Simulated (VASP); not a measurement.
**WC (zincblende type): relaxation of cell and atoms with PBE**

Crystal: WC (zincblende type).

```
W C
1.0
     0.00000    2.27501    2.27501
     2.27501    0.00000    2.27501
     2.27501    2.27501    0.00000
W C
1 1
Direct
  0.00000 0.00000 0.00000
  0.25000 0.25000 0.25000
```

```json
{
 "Program": "VASP 6.6.1",
 "Task": "relaxation of cell and atoms",
 "Functional": "PBE",
 "Potentials or basis": "VASP PAW PBE potentials, release 64 (W_sv, C)",
 "Cutoff": "600 eV",
 "k mesh": "14 × 14 × 14",
 "Occupations": "fermi-dirac, width 0.1 eV",
 "Spin": "no spin polarisation",
 "Target pressure": "31 GPa",
 "Dipole correction": "no",
 "Further INCAR settings": "ALGO = Normal; EDIFF = 1e-07; IBRION = 2; EDIFFG = -0.005; NSW = 32; ISIF = 3"
}
```

- Relaxed volume: 11.80 Å³/atom
- Relaxed cell: a = 3.220 Å, b = 3.220 Å, c = 3.220 Å, α = 60.00°, β = 60.00°, γ = 60.00°
- Space group after relaxing (to 0.05 Å): F-43m (No. 216)
- Energy change on relaxing (the enthalpy is what falls): -5.8 meV/atom
- Ionic steps: 3
- Pressure after relaxing: 31.0 GPa
- Band gap on the k mesh: zero (band 9 reaches 11.05 eV, above the bottom of band 10 at 9.57 eV)

The path:
```tsv
step	energy change (eV)	largest force (eV/Å)	pressure (GPa)	volume (Å³)
1	0.0000	0.0000	31.98	23.55
2	-0.0458	0.0000	28.03	23.79
3	-0.0115	0.0000	31.00	23.61
```

Final structure:
```
CELL_PARAMETERS angstrom
0.00000 2.27689 2.27689
2.27689 0.00000 2.27689
2.27689 2.27689 0.00000
ATOMIC_POSITIONS crystal
W 0.00000 0.00000 0.00000
C 0.25000 0.25000 0.25000
```

Levels at points of the mesh, in eV from the Fermi level:
| k point | band 5 | band 6 | band 7 | band 8 | band 9 | band 10 | band 11 | band 12 | band 13 |
| --- | --- | --- | --- | --- | --- | --- | --- | --- | --- |
| (0.00, 0.00, 0.00) | -14.36 | -6.19 | -6.19 | -6.19 | -0.02 | -0.02 | 2.95 | 8.10 | 8.10 |
| (0.50, 0.00, 0.00) | -12.25 | -5.85 | -5.41 | -5.41 | 0.98 | 0.98 | 1.40 | 5.50 | 5.50 |
| (0.50, 0.50, 0.00) | -11.44 | -8.02 | -2.81 | -2.81 | -2.30 | 1.81 | 2.19 | 3.10 | 3.10 |

It took 91 s on 1 thread of Intel(R) Xeon(R) Platinum 8488C (Sapphire Rapids), with other jobs on the host, peak memory 0.2 GiB.

Caveat: the cell is relaxed towards a set pressure, so the enthalpy falls and the energy may rise; spin-orbit coupling is left out, which moves the levels of the heavy elements.
